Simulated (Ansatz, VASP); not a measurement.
# Two plane-wave programs on AlSiN

```
Al Si N
1.0
     3.06197    0.00000    0.00000
    -1.53099    2.65174    0.00000
     0.00000    0.00000    6.42724
Al Si N
1 1 1
Cartesian
  1.5310 0.8839 3.2136
  0.0000 0.0000 0.0000
  0.0000 1.7678 3.2136
```

Change from the starting cell: species swapped into the CeCuSi type (P-6m2, No. 187).

Alike in both runs: functional PBE; k mesh 6 × 6 × 6; occupations gaussian, width 0.1 eV; no spin polarisation.

Ansatz relaxed the structure, and its values are those at the end. VASP's run is a single point on that final structure, the one shown.

|  | VASP | Ansatz |
| --- | --- | --- |
| version | VASP 6.6.1 | Ansatz 0.2.0 |
| potentials or method | VASP PAW PBE potentials, release 64 (Al, Si, N), cutoff 600 eV | scalar-relativistic, plane waves, PAW |
| valence electrons in the cell | 12 | 12 |

|  | VASP | Ansatz | Ansatz less VASP |
| --- | --- | --- | --- |
| gap on the k mesh at the Fermi level (eV) | none | none | - |
| pressure (GPa) | -0.1 | 0.0 | +0.08 |

A gap of «none» marks a metal or a gap that the smearing closes.

The k mesh is coarse, so the values compare programs but aren't converged.
